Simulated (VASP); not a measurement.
Write the native input for VASP 6.6.1 that does the following.

```yaml
Task: single point
Functional: PBEsol
Potentials_or_basis: VASP PAW PBE potentials, release 64 (Rh_pv)
Cutoff: 520 eV
k_mesh: 12 × 12 × 7
Occupations: fermi-dirac, width 0.15 eV
Spin: no spin polarisation
Dipole_correction: no
Further_INCAR_settings: ALGO = Normal; EDIFF = 1e-06; NBANDS = 22
```

The structure of Rh lies in POSCAR:

```
Rh
1.0
    2.6752290916      0.0000000000      0.0000000000
   -1.3376150356      2.3168161670      0.0000000000
    0.0000000000      0.0000000000      4.3380863070
Rh
2
Direct
    0.6666666667      0.3333333333      0.7500000000
    0.3333333333      0.6666666667      0.2500000000
```

The input as run:

INCAR

```
  PREC = Accurate
  ENCUT = 520
  EDIFF = 1E-6
  ISMEAR = -1
  SIGMA = 0.15
  LREAL = False
  LASPH = True
  NELM = 80
  ALGO = Normal
  ISIF = 2
  LWAVE = False
  LCHARG = False
  GGA = PS
  NBANDS = 22
```

KPOINTS

```
regular mesh
0
Gamma
  12 12 7
```

Potentials or basis: VASP PAW PBE potentials, release 64 (Rh_pv).

Command:

```sh
$ cat potpaw_PBE.64/Rh_pv/POTCAR > POTCAR
$ mpirun -np 1 vasp_std > vasp.out
```

It gave:

```
Pressure               : 3.4 GPa
Band gap on the k mesh : zero (band 15 reaches 12.94 eV, above the bottom of band 16 at 10.41 eV)
```

Caveat: the PAW data sets were made with another functional, which shifts forces and pressure a little.

It took 22 s on 1 thread of Intel(R) Xeon(R) Platinum 8488C (Sapphire Rapids) (shared host), peak memory 0.15 GiB.
